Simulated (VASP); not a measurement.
# Re (Fm-3m) in VASP: notebook, part 2 of 2

VASP 6.6.1. Earlier steps stand in the parts before.

## Step 4: Electric field gradients, LDA (volume scaled by 1.04)

INCAR reads:

```
SYSTEM = Re
ALGO = Normal
EDIFF = 1E-8
ENCUT = 520
ISIF = 2
ISMEAR = -1
LASPH = .True.
LCHARG = .False.
LEFG = .True.
LREAL = .False.
LWAVE = .False.
NBANDS = 10
NELM = 60
PREC = Accurate
SIGMA = 0.03
```

KPOINTS reads:

```
k-points
0
Gamma
  14 14 14
  0 0 0
```

POSCAR reads:

```
Re
1.0
    0.0000000000      2.0009898225      2.0009898225
    2.0009898225      0.0000000000      2.0009898225
    2.0009898225      2.0009898225      0.0000000000
Re
1
Direct
    0.0000000000      0.0000000000      0.0000000000
```

Potentials or basis: VASP PAW LDA potentials, release 64 (Re).

Run with:

```bash
$ cat potpaw_LDA.64/Re/POTCAR > POTCAR
$ mpirun -np 1 vasp_std > vasp.out
```

OUTCAR:

```text
SYSTEM = Re
   EDIFF = 1E-8
   ENCUT = 520
   ISIF = 2
   ISMEAR = -1
   LASPH = .True.
   LREAL = .False.
   NELM = 60
   PREC = Accurate

 ion  position               nearest neighbor table
   1  0.000  0.000  0.000-

  LATTYP: Found a face centered cubic cell.
 ALAT       =     4.0019796450

  Lattice vectors:

 A1 = (   0.0000000000,   2.0009898225,   2.0009898225)
 A2 = (   2.0009898225,   0.0000000000,   2.0009898225)
 A3 = (   2.0009898225,   2.0009898225,   0.0000000000)

Analysis of symmetry for initial positions (statically):
=====================================================================
 Subroutine PRICEL returns:
 Original cell was already a primitive cell.

 Routine SETGRP: Setting up the symmetry group for a
 face centered cubic supercell.
[... 493 lines left out ...]
  in kB     -338.5004478   -338.5004478   -338.5004478      0.0000000      0.0000000      0.0000000
  external PRESSURE =    -338.5004478 kB  Pullay stress =       0.0000000 kB

 VOLUME and BASIS-vectors are now :
 -----------------------------------------------------------------------------
  energy-cutoff  :      520.00
  volume of cell :       16.02
      direct lattice vectors                 reciprocal lattice vectors
     0.000000000  2.000989822  2.000989822    -0.249876333  0.249876333  0.249876333
     2.000989822  0.000000000  2.000989822     0.249876333 -0.249876333  0.249876333
     2.000989822  2.000989822  0.000000000     0.249876333  0.249876333 -0.249876333

 POSITION                                       TOTAL-FORCE (eV/Angst)
 -----------------------------------------------------------------------------------
      0.00000      0.00000      0.00000         0.000000      0.000000     -0.000000
 -----------------------------------------------------------------------------------
    total drift:                               -0.000000      0.000000     -0.000000

  FREE ENERGIE OF THE ION-ELECTRON SYSTEM (eV)
  ---------------------------------------------------
  free  energy   TOTEN  =       -13.5056101834 eV

  energy  without entropy=      -13.5012924105  energy(sigma->0) =      -13.50345130

 Electric field gradients (V/A^2)
---------------------------------------------------------------------
 ion       V_xx      V_yy      V_zz      V_xy      V_xz      V_yz
---------------------------------------------------------------------
   1       0.000    -0.000     0.000     0.000     0.000     0.000
---------------------------------------------------------------------

 Electric field gradients after diagonalization (V/A^2)
 (convention: |V_zz| > |V_xx| > |V_yy|)
----------------------------------------------------------------------
 ion       V_xx      V_yy      V_zz     asymmetry (V_yy - V_xx)/ V_zz
----------------------------------------------------------------------
   1      -0.000    -0.000     0.000       0.000
----------------------------------------------------------------------

           NMR quadrupolar parameters

 Cq : quadrupolar parameter    Cq=e*Q*V_zz/h
 eta: asymmetry parameters     (V_yy - V_xx)/ V_zz
 Q  : nuclear electric quadrupole moment in mb (millibarn)
----------------------------------------------------------------------
 ion       Cq(MHz)       eta       Q (mb)
----------------------------------------------------------------------
   1       0.000       0.000       1.000
----------------------------------------------------------------------
```

OSZICAR:

```text
N       E                     dE             d eps       ncg     rms          rms(c)
DAV:   1     0.103611387701E+02    0.10361E+02   -0.32892E+03  2808   0.625E+02
DAV:   2    -0.133623314491E+02   -0.23723E+02   -0.20817E+02  2704   0.134E+02
DAV:   3    -0.143313396689E+02   -0.96901E+00   -0.93437E+00  3338   0.371E+01
DAV:   4    -0.143343642090E+02   -0.30245E-02   -0.30231E-02  3286   0.123E+00
DAV:   5    -0.143343666242E+02   -0.24151E-05   -0.24143E-05  2884   0.330E-02    0.257E+01
DAV:   6    -0.136878784950E+02    0.64649E+00   -0.67344E-01  3314   0.123E+01    0.954E+00
DAV:   7    -0.135111411641E+02    0.17674E+00   -0.39056E-01  3310   0.888E+00    0.642E-01
DAV:   8    -0.135062128664E+02    0.49283E-02   -0.21325E-03  2762   0.305E-01    0.191E-01
DAV:   9    -0.135056094198E+02    0.60345E-03   -0.34809E-04  2902   0.108E-01    0.196E-02
DAV:  10    -0.135056102086E+02   -0.78884E-06   -0.13194E-05  2820   0.252E-02    0.931E-03
DAV:  11    -0.135056102568E+02   -0.48179E-07   -0.24726E-07  2724   0.690E-03    0.109E-03
DAV:  12    -0.135056101846E+02    0.72207E-07   -0.71758E-08  2484   0.292E-03    0.815E-04
DAV:  13    -0.135056101834E+02    0.11473E-08   -0.10512E-09  1406   0.255E-04
   1 F= -.13505610E+02 E0= -.13503451E+02  d E =-.431777E-02
```

Wall time 7.1 s (1 thread of Intel Xeon 6975P-C (Granite Rapids), shared host); peak memory 0.14 GiB.

What came out:

```yaml
Free_energy: -13.5056 eV
Pressure: -33.9 GPa
```

Levels at points of the mesh, in eV from the Fermi level:
```csv
k point,band 1,band 2,band 3,band 4,band 5,band 6,band 7,band 8,band 9
"(0.00, 0.00, 0.00)",-9.43,-1.68,-1.68,-1.68,1.10,1.10,13.92,19.05,19.05
"(0.50, 0.00, 0.00)",-6.22,-1.86,-1.86,0.26,3.35,3.35,8.81,13.42,19.17
"(0.50, 0.50, 0.00)",-6.07,-5.27,2.61,3.29,4.01,4.01,11.57,11.69,11.69
```

Caveat: the cell differs from its parent crystal (volume scaled by 1.04); without QUAD_EFG the Cq values of the log hold for a quadrupole moment of 1 mb, not for the nuclei; spin-orbit coupling is left out, which moves the levels of the heavy elements.

## Step 5: Density of states, LDA

This run uses another cell than the first one, of 15.41 Å³/atom, 0.990 times its volume.

POSCAR reads:

```
Re
1.0
    0.0000000000      1.9750000000      1.9750000000
    1.9750000000      0.0000000000      1.9750000000
    1.9750000000      1.9750000000      0.0000000000
Re
1
Direct
    0.0000000000      0.0000000000      0.0000000000
```

INCAR.step1 reads:

```
PREC     = Accurate       # precision mode
ENCUT    = 520            # plane-wave cutoff, eV
EDIFF    = 1E-7           # SCF threshold, eV
ISMEAR   = -1             # smearing method
SIGMA    = 0.03           # smearing width, eV
LREAL    = False          # projectors in reciprocal space
LASPH    = True           # aspherical terms in the spheres
NELM     = 80             # most SCF steps
ALGO     = Normal         # electronic algorithm
ISIF     = 2              # what is computed and relaxed
LWAVE    = False          # write WAVECAR
LCHARG   = True           # write CHGCAR
LMAXMIX  = 4              # l up to which the mixer works
GGA      = CA             # functional
NBANDS   = 10             # bands
```

KPOINTS.step1 reads:

```
Automatic mesh
0
Gamma
  14 14 14
```

INCAR.step2 reads:

```
PREC     = Accurate       # precision mode
ENCUT    = 520            # plane-wave cutoff, eV
EDIFF    = 1E-7           # SCF threshold, eV
ISMEAR   = -5             # smearing method
SIGMA    = 0.03           # smearing width, eV
LREAL    = False          # projectors in reciprocal space
LASPH    = True           # aspherical terms in the spheres
NELM     = 80             # most SCF steps
ALGO     = Normal         # electronic algorithm
ISIF     = 2              # what is computed and relaxed
LWAVE    = False          # write WAVECAR
LCHARG   = False          # write CHGCAR
LMAXMIX  = 4              # l up to which the mixer works
GGA      = CA             # functional
LORBIT   = 11             # projections on sites
NBANDS   = 10             # bands
NEDOS    = 2001           # points of the DOS
ICHARG   = 11             # starting density
```

KPOINTS.step2 reads:

```
Automatic mesh
0
Gamma
  21 21 21
```

Run with:

```bash
$ cat potpaw_LDA.64/Re/POTCAR > POTCAR
$ cp INCAR.step1 INCAR
$ cp KPOINTS.step1 KPOINTS
$ mpirun -np 1 vasp_std > vasp.out
$ cp INCAR.step2 INCAR
$ cp KPOINTS.step2 KPOINTS
$ mpirun -np 1 vasp_std > vasp.out
```

Run time: 15 s. Hardware: 1 thread of Intel Xeon 6975P-C (Granite Rapids), shared host; peak memory 0.16 GiB.

The run converged. Its results:

```yaml
Valence_electrons_inside_the_program's_atomic_spheres: Re 6.02
```

Levels at points of the mesh, in eV from the Fermi level:
```csv
k point,band 1,band 2,band 3,band 4,band 5,band 6,band 7,band 8
"(0.00, 0.00, 0.00)",-9.75,-1.82,-1.82,-1.82,1.14,1.14,13.92,19.27
```

Caveat: spin-orbit coupling is left out, which moves the levels of the heavy elements; tetrahedron occupations give inexact forces and stress in metals.

## Step 6: Summary

```csv
task,cell,k mesh for the DOS,occupations for the DOS,gap on the mesh (eV),pressure (GPa)
electric field gradients,"a = 2.802 Å, angles 60.0°, 1 atom",-,-,none,-26.1
electric field gradients,"a = 2.830 Å, angles 60.0°, 1 atom",-,-,none,-33.9
density of states,"a = 2.793 Å, angles 60.0°, 1 atom",21 × 21 × 21,tetrahedron,-,-
```

Alike in all rows: level LDA; potentials or basis VASP PAW LDA potentials, release 64 (Re); no spin polarisation; k mesh 14 × 14 × 14; cutoff (eV) 520; smearing fermi-dirac 0.03 eV.

Caveats: spin-orbit coupling is left out, which moves the levels of the heavy elements; tetrahedron occupations give inexact forces and stress in metals (some runs).

Total energies depend on the potentials used, so only differences within one code and one set of settings carry meaning.
